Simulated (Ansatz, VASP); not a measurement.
# Two plane-wave programs on PbS

File INCAR:

```
SYSTEM = PbS
PREC = Accurate ; ENCUT = 520
EDIFF = 1E-6 ; ISMEAR = 0
SIGMA = 0.02 ; LREAL = .FALSE.
LASPH = .TRUE. ; NELM = 80
ALGO = Normal ; ISIF = 2
LWAVE = .FALSE. ; LCHARG = .FALSE.
GGA = PS ; NBANDS = 28
```

File KPOINTS:

```
Automatic mesh
0
G
  6 6 2
  0 0 0
```

POSCAR

```
PbS
1.0
    3.1274858526     -3.0230164309      0.0612556745
    3.1392479626      3.0347687567      0.0172522477
   -1.9119911235     -0.1677968761     22.7639812826
Pb S
2 2
Direct
    0.7288146950      0.7523203109      0.9376420001
    0.3370258395      0.3090057683      0.0612169014
    0.1965138714      0.1891360874      0.9387354650
    0.7782439179      0.7089361571      0.0624056335
```

Input for Ansatz:

```yaml
crystal:
  lattice:
    - [3.1274858526, -3.0230164309, 0.0612556745]
    - [3.1392479626, 3.0347687567, 0.0172522477]
    - [-1.9119911235, -0.1677968761, 22.7639812826]
  atoms:
    - { symbol: Pb, position: [0.728814695, 0.7523203109, 0.9376420001] }
    - { symbol: Pb, position: [0.3370258395, 0.3090057683, 0.0612169014] }
    - { symbol: S, position: [0.1965138714, 0.1891360874, 0.938735465] }
    - { symbol: S, position: [0.7782439179, 0.7089361571, 0.0624056335] }
basis:
  ecutwfc: 420
kpoints:
  mp_grid: { grid: [6, 6, 2] }
hamiltonian:
  xc: pbesol
scf:
  occupations: { method: gaussian, width: 0.02 }
output:
  forces: true
  stress: true
  eigenvalues: true
```

Alike in both runs: task single point; functional PBEsol; k mesh 6 × 6 × 2; occupations gaussian, width 0.02 eV; no spin polarisation.

|  | VASP | Ansatz |
| --- | --- | --- |
| version | VASP 6.6.1 | Ansatz 0.2.0 |
| potentials or method | VASP PAW PBE potentials, release 64 (Pb_d, S), cutoff 520 eV | scalar-relativistic, plane waves, PAW |
| valence electrons in the cell | 40 | 40 |

Ansatz gave:

- gap on the k mesh at the Fermi level (eV): 1.64
- least direct gap on the mesh (eV): 1.73
- rms of the force components (eV/Å): 0.407

Question: Which values does VASP return?

Answer: gap on the k mesh at the Fermi level (eV): 1.64; least direct gap on the mesh (eV): 1.73; rms of the force components (eV/Å): 0.408.

VASP's potentials were made for PBE, not for PBEsol. Atom by atom the forces differ by 0.002 eV/Å (rms over components).

Neither program's run includes spin-orbit coupling.
